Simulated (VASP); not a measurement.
# Pb: single point with PBE exchange alone

The system is Pb.

```
Pb
1.0
     0.00000    2.50759    2.50759
     2.50759    0.00000    2.50759
     2.50759    2.50759    0.00000
Pb
1
Direct
  0.00000 0.00000 0.00000
```

```yaml
Program: VASP 6.6.1
Task: single point
Functional: PBE exchange alone
Potentials_or_basis: VASP PAW PBE potentials, release 64 (Pb_d)
Cutoff: 520 eV
k_mesh: 9 × 9 × 9
Occupations: fermi-dirac, width 0.05 eV
Spin: no spin polarisation
Dipole_correction: no
Further_INCAR_settings: ALGO = Normal; EDIFF = 1e-07; NBANDS = 13
```

```
Pressure               : 9.0 GPa
Band gap on the k mesh : zero (band 7 reaches 15.32 eV, above the bottom of band 8 at 6.95 eV)
```

Levels at points of the mesh, in eV from the Fermi level:
```csv
k point,band 5,band 6,band 7,band 8,band 9,band 10
"(0.00, 0.00, 0.00)",-16.66,-11.41,7.06,7.06,7.06,10.10
```

Wall time 26 s on 1 thread of Intel Xeon 8259CL, on a shared host, peak memory 0.16 GiB.

Caveat: spin-orbit coupling is left out, which moves the levels of the heavy elements.
